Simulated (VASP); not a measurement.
A run of VASP 6.6.1:

File POSCAR:

```
ZnO
1.0
    2.6461709590      0.0000000000      0.0000000000
    0.0000000000      2.6461709590      0.0000000000
    0.0000000000      0.0000000000      2.6461709590
Zn O
1 1
Direct
    0.0000000000      0.0000000000      0.0000000000
    0.5000000000      0.5000000000      0.5000000000
```

Contents of INCAR.step1:

```
PREC     = Accurate       # precision mode
ENCUT    = 520            # plane-wave cutoff, eV
EDIFF    = 1E-5           # SCF threshold, eV
ISMEAR   = -1             # smearing method
SIGMA    = 0.02           # smearing width, eV
LREAL    = False          # projectors in reciprocal space
LASPH    = True           # aspherical terms in the spheres
NELM     = 80             # most SCF steps
ALGO     = Normal         # electronic algorithm
ISIF     = 2              # what is computed and relaxed
LWAVE    = True           # write WAVECAR
LCHARG   = False          # write CHGCAR
NBANDS   = 16             # bands
GGA      = PE             # functional
```

File INCAR.step2:

```
PREC     = Accurate       # precision mode
ENCUT    = 520            # plane-wave cutoff, eV
EDIFF    = 1E-6           # SCF threshold, eV
ISMEAR   = -1             # smearing method
SIGMA    = 0.02           # smearing width, eV
LREAL    = False          # projectors in reciprocal space
LASPH    = True           # aspherical terms in the spheres
NELM     = 80             # most SCF steps
ALGO     = Normal         # electronic algorithm
ISIF     = 2              # what is computed and relaxed
LWAVE    = False          # write WAVECAR
LCHARG   = False          # write CHGCAR
GGA      = PE             # functional
LHFCALC  = True           # exact exchange
HFSCREEN = 0.2079         # screening, 1/A
PRECFOCK = Normal       
NBANDS   = 16             # bands
ISTART   = 1
```

KPOINTS

```
Automatic mesh
0
Gamma
  4 4 4
```

Potentials or basis: VASP PAW PBE potentials, release 64 (Zn, O).

Launch:

```console
$ cat potpaw_PBE.64/Zn/POTCAR potpaw_PBE.64/O/POTCAR > POTCAR
$ cp INCAR.step1 INCAR
$ mpirun -np 1 vasp_std > vasp.out
$ cp INCAR.step2 INCAR
$ mpirun -np 1 vasp_std > vasp.out
```

Hardware: 1 thread of AMD EPYC 7R43 64-Core Processor (Zen 3) (shared host).

Q: How long does it take, and how much memory?

A: It took 4.4 min on 1 thread of AMD EPYC 7R43 64-Core Processor (Zen 3) (shared host), peak memory 0.19 GiB. Counts: k points 10.
